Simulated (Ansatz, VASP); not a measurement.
# One calculation of CaF4, two programs

```
Ca F
1.0
    -2.24753    2.24753    3.62194
     2.24753   -2.24753    3.62194
     2.24753    2.24753   -3.62194
Ca F
1 4
Cartesian
  0.0000 0.0000 0.0000
  0.0000 0.0000 2.3107
  0.0000 0.0000 4.9332
  0.0000 2.2475 0.0000
  2.2475 0.0000 0.0000
```

Alike in both runs: functional PBE; dispersion D3(BJ); k mesh 6 × 6 × 6; occupations gaussian, width 0.1 eV; collinear spin.

Ansatz relaxed the structure, and its values are those at the end. VASP's run is a single point on that final structure, the one shown.

```csv
,VASP,Ansatz
version,VASP 6.6.1,Ansatz 0.2.0
potentials or method,"VASP PAW PBE potentials, release 64 (Ca_sv, F), cutoff 520 eV","scalar-relativistic, plane waves, PAW"
valence electrons in the cell,38,38
```

|  | VASP | Ansatz | Ansatz less VASP |
| --- | --- | --- | --- |
| gap on the k mesh at the Fermi level (eV) | none | none | - |
| pressure (GPa) | 0.1 | 0.1 | +0.01 |
| rms of the force components (eV/Å) | 0.014 | 0.002 | -0.0124 |
| net moment per atom (μB) | 0.40 | 0.40 | 0.000 |
| size of the moment on the site where the two differ most (μB) | 0.52 | 0.57 | +0.052 |

Site moments also hang on the region over which each program counts them. A gap of «none» marks a metal or a gap that the smearing closes.
